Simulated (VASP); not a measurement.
Input of a VASP 6.6.1 run:

INCAR

```
SYSTEM = Al7As8
PREC     = Accurate       ! precision mode
ENCUT    = 450            ! plane-wave cutoff, eV
EDIFF    = 1E-7           ! SCF threshold, eV
ISMEAR   = 0              ! smearing method
SIGMA    = 0.01           ! smearing width, eV
LREAL    = .FALSE.        ! projectors in reciprocal space
LASPH    = .TRUE.         ! aspherical terms in the spheres
NELM     = 200            ! most SCF steps
ALGO     = Normal         ! electronic algorithm
ISIF     = 2              ! what is computed and relaxed
LWAVE    = .FALSE.        ! write WAVECAR
LCHARG   = .FALSE.        ! write CHGCAR
ISPIN    = 2              ! spin polarisation
MAGMOM   = 0 0 0 0 0 0 0 0.5 0 0 0 0.5 0.5 0.5 0 ! initial moments
LORBIT   = 11             ! projections on sites
GGA      = PE             ! functional
IBRION   = 2              ! ionic algorithm
NSW      = 65             ! ionic steps
EDIFFG   = -0.025         ! ionic threshold
NELECT   = 62.0         
GGA_COMPAT= .FALSE.      
NELMIN   = 4
```

Contents of KPOINTS:

```
Automatic mesh
0
G
  2 2 2
  0 0 0
```

File POSCAR:

```
Al7As8
1.0
    0.0000000000      5.7279123210     -5.7279123210
    5.7279123210      5.7279123210      0.0000000000
    5.7279123210      0.0000000000     -5.7279123210
Al As
7 8
Direct
   -0.0007266803      0.5007266803      0.4992733197
    0.5007266803     -0.0007266803      0.4992733197
    0.5007266803      0.5007266803      0.4992733197
   -0.0007266803     -0.0007266803      1.0007266803
   -0.0007266803      0.5007266803      1.0007266803
    0.5007266803     -0.0007266803      1.0007266803
    0.5000000000      0.5000000000      1.0000000000
    0.1251096299      0.1251096299      0.1246711102
    0.1251538930      0.6249487023      0.1249487023
    0.6249487023      0.1251538930      0.1249487023
    0.6249487023      0.6249487023      0.1249487023
    0.1251096299      0.1251096299      0.6251096299
    0.1251096299      0.6246711102      0.6251096299
    0.6246711102      0.1251096299      0.6251096299
    0.6249487023      0.6249487023      0.6251538930
```

Potentials or basis: VASP PAW PBE potentials, release 64 (Al, As).

Launch:

```console
$ cat potpaw_PBE.64/Al/POTCAR potpaw_PBE.64/As/POTCAR > POTCAR
$ mpirun -np 1 vasp_std > vasp.out
```

Task: Predict the net moment.

Result: 2.00 μB per cell.

Task: What does it give for the energy gained by relaxing?

Result: 8.2 meV/atom.

Step by step:
```
step  energy change (eV)  largest force (eV/Å)  pressure (GPa)
   1              0.0000                0.5455            2.93
   2             -0.0740                0.2471            2.87
   3             -0.1009                0.2192            2.82
   4             -0.1121                0.1550            2.69
   5             -0.1216                0.0817            2.40
   6             -0.1217                0.0713            2.44
   7             -0.1228                0.0116            2.41
```

Caveat: the k points lie up to 0.47 Å⁻¹ apart; the cell carries a net charge on a neutralising background, which shifts energy and pressure; the cell differs from its parent crystal (atoms taken out); the cell is charged against a uniform background, so pressure and absolute levels hang on convention.
